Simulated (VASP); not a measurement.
# PbI2 (P-3m1) in VASP: single point with HSE06

Aim: the single point of PbI2 with HSE06.

Everything below comes from runs of VASP 6.6.1. Logs are shortened: lines on timing, memory, paths and dates and some standing lists are left out, and cuts for length are marked.

### Step 1. The cell of the first run

The structure is trigonal, space group P-3m1 (No. 164). The conventional cell has a = 4.566 Å, b = 4.566 Å, c = 7.041 Å, α = 90.00°, β = 90.00°, γ = 120.00°. Within 4.3 Å of Pb (site symmetry -3m) lie 6 I at 3.24 Å. I (site symmetry 3m) has 3 Pb at 3.24 Å and 3 I at 4.21 Å within 4.3 Å.

### Step 2. Single point, HSE06

Input file POSCAR:

```
PbI2
1.0
    4.5657260587      0.0000000000      0.0000000000
   -2.2828630293      3.9540347535      0.0000000000
    0.0000000000      0.0000000000      7.0410820790
Pb I
1 2
Direct
    0.0000000000      0.0000000000      0.0000000000
    0.3333333333      0.6666666667      0.2667794131
    0.6666666667      0.3333333333      0.7332205869
```

Input file INCAR.step1:

```
PREC = Accurate ; ENCUT = 400
EDIFF = 1E-5 ; ISMEAR = 0
SIGMA = 0.01 ; LREAL = False
LASPH = True ; NELM = 120
ALGO = Normal ; ISIF = 2
LWAVE = True ; LCHARG = False
NBANDS = 21 ; GGA = PE
GGA_COMPAT = False
```

Input file INCAR.step2:

```
PREC = Accurate ; ENCUT = 400
EDIFF = 1E-6 ; ISMEAR = 0
SIGMA = 0.01 ; LREAL = False
LASPH = True ; NELM = 120
ALGO = Normal ; ISIF = 2
LWAVE = False ; LCHARG = False
GGA = PE ; LHFCALC = True
HFSCREEN = 0.2079 ; PRECFOCK = Normal
NBANDS = 21 ; ISTART = 1
GGA_COMPAT = False
```

Input file KPOINTS:

```
regular mesh
0
Gamma
  6 6 2
```

Potentials or basis: VASP PAW PBE potentials, release 64 (Pb_d, I).

Command:

```sh
> cat potpaw_PBE.64/Pb_d/POTCAR potpaw_PBE.64/I/POTCAR > POTCAR
> cp INCAR.step1 INCAR
> mpirun -np 1 vasp_std > vasp.out
> cp INCAR.step2 INCAR
> mpirun -np 1 vasp_std > vasp.out
```

OUTCAR:

```text
PREC = Accurate
   ENCUT = 400
   EDIFF = 1E-6
   ISMEAR = 0
   LREAL = False
   LASPH = True
   NELM = 120
   ISIF = 2
   GGA = PE
   LHFCALC = True
   HFSCREEN = 0.2079
   PRECFOCK = Normal
   ISTART = 1

 ion  position               nearest neighbor table
   1  0.000  0.000  0.000-   2 3.24   3 3.24   2 3.24   3 3.24   3 3.24   2 3.24
   2  0.333  0.667  0.267-   1 3.24   1 3.24   1 3.24
   3  0.667  0.333  0.733-   1 3.24   1 3.24   1 3.24

  LATTYP: Found a hexagonal cell.
 ALAT       =     4.5657260587
 C/A-ratio  =     1.5421604337

  Lattice vectors:

 A1 = (   4.5657260587,   0.0000000000,   0.0000000000)
 A2 = (  -2.2828630293,   3.9540347535,   0.0000000000)
 A3 = (   0.0000000000,   0.0000000000,   7.0410820790)

Analysis of symmetry for initial positions (statically):
=====================================================================
 Subroutine PRICEL returns:
 Original cell was already a primitive cell.

 Routine SETGRP: Setting up the symmetry group for a
 hexagonal supercell.

 Subroutine GETGRP returns: Found 12 space group operations
 (whereof 12 operations were pure point group operations)
 out of a pool of 24 trial point group operations.

The static configuration has the point symmetry D_3d.

Analysis of symmetry for dynamics (positions and initial velocities):
=====================================================================
 Subroutine PRICEL returns:
 Original cell was already a primitive cell.

 Routine SETGRP: Setting up the symmetry group for a
 hexagonal supercell.

 Subroutine GETGRP returns: Found 12 space group operations
 (whereof 12 operations were pure point group operations)
 out of a pool of 24 trial point group operations.

The dynamic configuration has the point symmetry D_3d.

 Subroutine INISYM returns: Found 12 space group operations
 (whereof 12 operations are pure point group operations),
 and found     1 'primitive' translations

----------------------------------------------------------------------------------------

                                     Primitive cell

  volume of cell :     127.1129

  direct lattice vectors                    reciprocal lattice vectors
     4.565726059  0.000000000  0.000000000     0.219023215  0.126453112  0.000000000
    -2.282863029  3.954034754  0.000000000     0.000000000  0.252906224  0.000000000
     0.000000000  0.000000000  7.041082079     0.000000000  0.000000000  0.142023625

  length of vectors
     4.565726059  4.565726059  7.041082079     0.252906224  0.252906224  0.142023625

  position of ions in fractional coordinates (direct lattice)
     0.000000000  0.000000000  0.000000000
     0.333333333  0.666666667  0.266779413
     0.666666667  0.333333333  0.733220587

  ion indices of the primitive-cell ions
   primitive index   ion index
                 1           1
                 2           2
                 3           3

----------------------------------------------------------------------------------------

 KPOINTS: regular mesh

Automatic generation of k-mesh.
 Grid dimensions read from file:
 generate k-points for:    6    6    2

 Generating k-lattice:

  Cartesian coordinates                     Fractional coordinates (reciprocal lattice)
     0.036503869  0.021075519  0.000000000     0.166666667  0.000000000  0.000000000
     0.000000000  0.042151037  0.000000000     0.000000000  0.166666667  0.000000000
     0.000000000  0.000000000  0.071011812     0.000000000  0.000000000  0.500000000

  Length of vectors
     0.042151037  0.042151037  0.071011812

  Shift w.r.t. Gamma in fractional coordinates (k-lattice)
     0.000000000  0.000000000  0.000000000

 Subroutine IBZKPT returns following result:
 ===========================================

 Found     14 irreducible k-points:

 Following reciprocal coordinates:
            Coordinates               Weight
  0.000000  0.000000  0.000000      1.000000
  0.166667 -0.000000  0.000000      6.000000
  0.333333 -0.000000  0.000000      6.000000
  0.500000 -0.000000  0.000000      3.000000
  0.166667  0.166667  0.000000      6.000000
  0.333333  0.166667  0.000000     12.000000
  0.333333  0.333333  0.000000      2.000000
  0.000000  0.000000  0.500000      1.000000
  0.166667 -0.000000  0.500000      6.000000
  0.333333 -0.000000  0.500000      6.000000
  0.500000 -0.000000  0.500000      3.000000
  0.166667  0.166667  0.500000      6.000000
  0.333333  0.166667  0.500000     12.000000
  0.333333  0.333333  0.500000      2.000000
   k-points           NKPTS =     14   k-points in BZ     NKDIM =     72   number of bands    NBANDS=     21
   number of dos      NEDOS =    301   number of ions     NIONS =      3
   total plane-waves  NPLWV =  43200
   dimension x,y,z NGX =    30 NGY =   30 NGZ =   48
   dimension x,y,z NGXF=    60 NGYF=   60 NGZF=   96
   ions per type =               1   2
   NGX,Y,Z   is equivalent  to a cutoff of  10.92, 10.92, 11.33 a.u.
   NGXF,Y,Z  is equivalent  to a cutoff of  21.85, 21.85, 22.67 a.u.
 SYSTEM =  unknown system
   PREC   = accura    normal or accurate (medium, high low for compatibility)
   ISTART =      1    job   : 0-new  1-cont  2-samecut
   ICHARG =      0    charge: 1-file 2-atom 10-const
   ISPIN  =      1    spin polarized calculation?
   LNONCOLLINEAR =      F non collinear calculations
   LSORBIT =      F    spin-orbit coupling
   LASPH  =      T    aspherical Exc in radial PAW
   ENCUT  =  400.0 eV  29.40 Ry    5.42 a.u.   7.45  7.45 11.48*2*pi/ulx,y,z
   NELM   =    120;   NELMIN=  2; NELMDL=  0     # of ELM steps
   EDIFF  = 0.1E-05   stopping-criterion for ELM
   LREAL  =      F    real-space projection
   EDIFFG = 0.1E-04   stopping-criterion for IOM
   NSW    =      0    number of steps for IOM
   IBRION =     -1    ionic relax: 0-MD 1-quasi-New 2-CG
   NFREE  =      0    steps in history (QN), initial steepest desc. (CG)
   ISIF   =      2    stress and relaxation
   ISYM   =      3    0-nonsym 1-usesym 2-fastsym
   POTIM  = 0.5000    time-step for ionic-motion
   TEBEG  =    0.0;   TEEND  =   0.0 temperature during run
   PSTRESS=    0.0 pullay stress
   NELECT =      28.0000    total number of electrons
   NUPDOWN=      -1.0000    fix difference up-down
   EMIN   =  10.00;   EMAX   =-10.00  energy-range for DOS
   EFERMI =   0.00;   METHOD = LEGACY
   ISMEAR =     0;   SIGMA  =   0.01  broadening in eV -4-tet -1-fermi 0-gaus
   EFERMI_NEDOS =   21; number of points for ismear=-14 and -15
   IALGO  =     38    algorithm
   IMIX   =      1    mixing-type and parameters
     AMIX     =   0.40;   BMIX     =  1.00
     AMIX_MAG =   1.60;   BMIX_MAG =  1.00
  volume/ion in A,a.u.               =      42.37       285.93
  Fermi-wavevector in a.u.,A,eV,Ry     =   0.988699  1.868371 13.300055  0.977526
  Thomas-Fermi vector in A             =   2.120245
   LORBIT       =      0    0 simple, 1 ext, 2 COOP (PROOUT), +10 PAW based schemes
   GGA     = PE    functional components
   LHFCALC =     T    Hartree Fock is set to
   PRECFOCK=normal    Normal, Fast or Accurate (Low or Medium for compatibility)
   ENCUT4O =  -1.0   cutoff for four orbital integrals eV
   NKREDX  =     1    reduce k-point grid by
   NKREDY  =     1    reduce k-point grid by
   NKREDZ  =     1    reduce k-point grid by
   AEXX    =    0.2500 exact exchange contribution
   HFSCREEN=    0.2079 screening length (either q_TF or 0.3 A-1)
   HFSCREENC=   0.2079 screening length for correlation (either q_TF or 0.3 A-1)
   ENCUTFOCK=  -1.0 apply spherical cutoff to Coloumb kernel
   IVDW    =     0    specifies the selected vdW correction
   LEPSILON=     F    determine dielectric tensor
   LRPA    =     F    only Hartree local field effects (RPA)
 non-spin polarized calculation
 Gauss-broadening in eV      SIGMA  =   0.01
  energy-cutoff  :      400.00
  volume of cell :      127.11
 maximum number of plane-waves:      2326
 NGX is ok and might be reduce to    30
  NGX = 24; NGY = 24; NGZ = 36

 number of electron      27.9999998 magnetization

 Free energy of the ion-electron system (eV)
  ---------------------------------------------------
  ext. energy  EPLUGINS =         0.00000000
  ---------------------------------------------------
  free energy    TOTEN  =       -10.33619612 eV

  energy without entropy =      -10.33619612  energy(sigma->0) =      -10.33619612

 E-fermi :   2.1751     XC(G=0):  -6.7711

 val. band max:        2.0487480601   @ k =   0.0000   0.0000   0.5000
 cond. band min:       4.9769852206   @ k =   0.0000   0.0000   0.5000
 fundamental gap:      2.9282371606
 Fermi energy:         2.1751130808

 k-point     1 :       0.0000    0.0000    0.0000
  band No.  band energies     occupation
      1     -15.7572      2.00000
      2     -15.7572      2.00000
      3     -15.7334      2.00000
      4     -15.7273      2.00000
      5     -15.7273      2.00000
      6     -11.2677      2.00000
[... 13 lines left out ...]
     20      10.7964      0.00000
     21      10.8266      0.00000

 k-point     2 :       0.1667   -0.0000    0.0000
  band No.  band energies     occupation
      1     -15.7672      2.00000
      2     -15.7545      2.00000
      3     -15.7312      2.00000
      4     -15.7282      2.00000
      5     -15.7256      2.00000
      6     -11.1333      2.00000
[... 13 lines left out ...]
     20      10.3056      0.00000
     21      10.9346      0.00000

 k-point     3 :       0.3333   -0.0000    0.0000
  band No.  band energies     occupation
      1     -15.7880      2.00000
      2     -15.7513      2.00000
      3     -15.7336      2.00000
      4     -15.7221      2.00000
      5     -15.7198      2.00000
      6     -10.8043      2.00000
[... 13 lines left out ...]
     20      11.2138      0.00000
     21      11.7864      0.00000

 k-point     4 :       0.5000   -0.0000    0.0000
  band No.  band energies     occupation
      1     -15.7985      2.00000
      2     -15.7508      2.00000
      3     -15.7352      2.00000
      4     -15.7186      2.00000
      5     -15.7159      2.00000
      6     -10.5634      2.00000
[... 13 lines left out ...]
     20      12.0217      0.00000
     21      12.7860      0.00000

 k-point     5 :       0.1667    0.1667    0.0000
  band No.  band energies     occupation
      1     -15.7793      2.00000
      2     -15.7553      2.00000
      3     -15.7300      2.00000
      4     -15.7279      2.00000
      5     -15.7205      2.00000
      6     -10.8989      2.00000
[... 13 lines left out ...]
     20      10.9305      0.00000
     21      11.6475      0.00000

 k-point     6 :       0.3333    0.1667    0.0000
  band No.  band energies     occupation
      1     -15.7899      2.00000
      2     -15.7586      2.00000
      3     -15.7314      2.00000
      4     -15.7218      2.00000
      5     -15.7175      2.00000
      6     -10.5815      2.00000
[... 13 lines left out ...]
     20      11.2224      0.00000
     21      12.4770      0.00000

 k-point     7 :       0.3333    0.3333    0.0000
  band No.  band energies     occupation
      1     -15.7763      2.00000
      2     -15.7763      2.00000
      3     -15.7241      2.00000
      4     -15.7241      2.00000
      5     -15.7205      2.00000
      6     -10.3838      2.00000
[... 13 lines left out ...]
     20      10.0769      0.00000
     21      12.0999      0.00000
[... 51 lines left out ...]
      1     -15.7882      2.00000
      2     -15.7514      2.00000
      3     -15.7337      2.00000
      4     -15.7221      2.00000
      5     -15.7198      2.00000
      6     -10.6716      2.00000
[... 13 lines left out ...]
     20      10.7695      0.00000
     21      10.9829      0.00000

 k-point    11 :       0.5000   -0.0000    0.5000
  band No.  band energies     occupation
      1     -15.7988      2.00000
      2     -15.7508      2.00000
      3     -15.7353      2.00000
      4     -15.7185      2.00000
      5     -15.7159      2.00000
      6     -10.4832      2.00000
[... 13 lines left out ...]
     20      11.1243      0.00000
     21      11.8932      0.00000

 k-point    12 :       0.1667    0.1667    0.5000
  band No.  band energies     occupation
      1     -15.7795      2.00000
      2     -15.7553      2.00000
      3     -15.7300      2.00000
      4     -15.7278      2.00000
      5     -15.7205      2.00000
      6     -10.7512      2.00000
[... 13 lines left out ...]
     20      10.5543      0.00000
     21      10.7847      0.00000

 k-point    13 :       0.3333    0.1667    0.5000
  band No.  band energies     occupation
      1     -15.7902      2.00000
      2     -15.7586      2.00000
      3     -15.7314      2.00000
      4     -15.7218      2.00000
      5     -15.7174      2.00000
      6     -10.4977      2.00000
[... 13 lines left out ...]
     20      11.0779      0.00000
     21      11.2025      0.00000

 k-point    14 :       0.3333    0.3333    0.5000
  band No.  band energies     occupation
      1     -15.7765      2.00000
      2     -15.7765      2.00000
      3     -15.7242      2.00000
      4     -15.7242      2.00000
      5     -15.7204      2.00000
      6     -10.3800      2.00000
[... 13 lines left out ...]
     20      10.6247      0.00000
     21      11.0796      0.00000

------------------------ aborting loop because EDIFF is reached ----------------------------------------

  FORCE on cell =-STRESS in cart. coord.  units (eV):
  Direction    XX          YY          ZZ          XY          YZ          ZX
  --------------------------------------------------------------------------------------
  -------------------------------------------------------------------------------------
  Total        0.5657307      0.5657307      0.4588233      0.0000000      0.0000000     -0.0000000
  in kB        7.1306739      7.1306739      5.7831748      0.0000000      0.0000000     -0.0000000
  external PRESSURE =       6.6815075 kB  Pullay stress =       0.0000000 kB

 VOLUME and BASIS-vectors are now :
 -----------------------------------------------------------------------------
  energy-cutoff  :      400.00
  volume of cell :      127.11
      direct lattice vectors                 reciprocal lattice vectors
     4.565726059  0.000000000  0.000000000     0.219023215  0.126453112  0.000000000
    -2.282863029  3.954034754  0.000000000     0.000000000  0.252906224  0.000000000
     0.000000000  0.000000000  7.041082079     0.000000000  0.000000000  0.142023625

 POSITION                                       TOTAL-FORCE (eV/Angst)
 -----------------------------------------------------------------------------------
      0.00000      0.00000      0.00000         0.000000      0.000000      0.000000
     -0.00000      2.63602      1.87842         0.000000      0.000000     -0.077333
      2.28286      1.31801      5.16267        -0.000000     -0.000000      0.077333
 -----------------------------------------------------------------------------------
    total drift:                               -0.000001     -0.000002     -0.000014

  FREE ENERGIE OF THE ION-ELECTRON SYSTEM (eV)
  ---------------------------------------------------
  free  energy   TOTEN  =       -10.3361961151 eV

  energy  without entropy=      -10.3361961151  energy(sigma->0) =      -10.33619612
```

Run time: 37 min. Hardware: 1 thread of Intel Xeon Platinum 8375C at 2.90GHz (Ice Lake), shared host; peak memory 0.33 GiB.

What came out:

- Free energy: -10.3362 eV
- Pressure: 0.7 GPa
- Largest force: 0.077 eV/Å
- Band gap on the k mesh: 2.93 eV

Forces on the atoms (eV/Å):
```
Pb   0.000  0.000  0.000
I    0.000  0.000 -0.077
I    0.000  0.000  0.077
```

Stress tensor (GPa, compression positive):
```
0.71 0.00 0.00
0.00 0.71 0.00
0.00 0.00 0.58
```

Caveat: the k points lie up to 0.45 Å⁻¹ apart; the PAW data sets were made with another functional, which shifts forces and pressure a little; spin-orbit coupling is left out, which moves the levels of the heavy elements; this functional lacks dispersion, which binds layers or chains, so the pressure and a relaxed spacing across them are unreliable.
